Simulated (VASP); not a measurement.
CuI: single point with r2SCAN

CuI:

```
Cu I
1.0
     3.35624   -3.44188    0.00000
     3.35624    3.44188    0.00000
     0.00000    0.00000    4.14005
Cu I
2 2
Direct
  0.41315 0.58685 0.75000
  0.58685 0.41315 0.25000
  0.79200 0.20800 0.75000
  0.20800 0.79200 0.25000
```

This cell differs from its parent crystal: strain -4.2%.

- Program: VASP 6.6.1
- Task: single point
- Functional: r2SCAN
- Potentials or basis: VASP PAW PBE potentials, release 64 (Cu, I)
- Cutoff: 520 eV
- k mesh: 6 × 6 × 6
- Occupations: gaussian, width 0.01 eV
- Spin: no spin polarisation

```yaml
Pressure: 6.4 GPa
Largest_force: 0.014 eV/Å
Band_gap_on_the_k_mesh: 1.21 eV, direct
```

Forces on the atoms (eV/Å):
```
Cu   0.000  0.014  0.000
Cu   0.000 -0.014  0.000
I    0.000  0.014  0.000
I    0.000 -0.014  0.000
```

Stress tensor (GPa, compression positive):
```
3.08 0.00 0.00
0.00 6.29 0.00
0.00 0.00 9.86
```

Levels at points of the mesh, in eV from the valence-band top:
```
           k point  band 16  band 17  band 18  band 19  band 20  band 21
(0.00, 0.00, 0.00)    -1.94    -1.37     0.00     1.21     1.36     2.51
(0.50, 0.00, 0.00)    -1.86    -1.69    -0.89     2.81     3.25     3.76
(0.50, 0.50, 0.00)    -1.40    -1.11    -0.39     1.56     3.40     3.78
(0.00, 0.00, 0.50)    -2.33    -2.24    -2.24     3.98     3.98     4.16
(0.50, 0.00, 0.50)    -2.38    -1.59    -1.59     2.06     2.06     3.35
(0.50, 0.50, 0.50)    -2.29    -2.09    -2.09     4.58     4.58     5.55
```

It took 4.7 min on 1 thread of Intel(R) Xeon(R) Platinum 8259CL CPU @ 2.50GHz (Skylake/Cascade Lake), with other jobs on the host, peak memory 0.28 GiB.

Caveat: the cell differs from its parent crystal (strain -4.2%); the PAW data sets were made with another functional, which shifts forces and pressure a little; spin-orbit coupling is left out, which moves the levels of the heavy elements. A k mesh can miss the band edges.
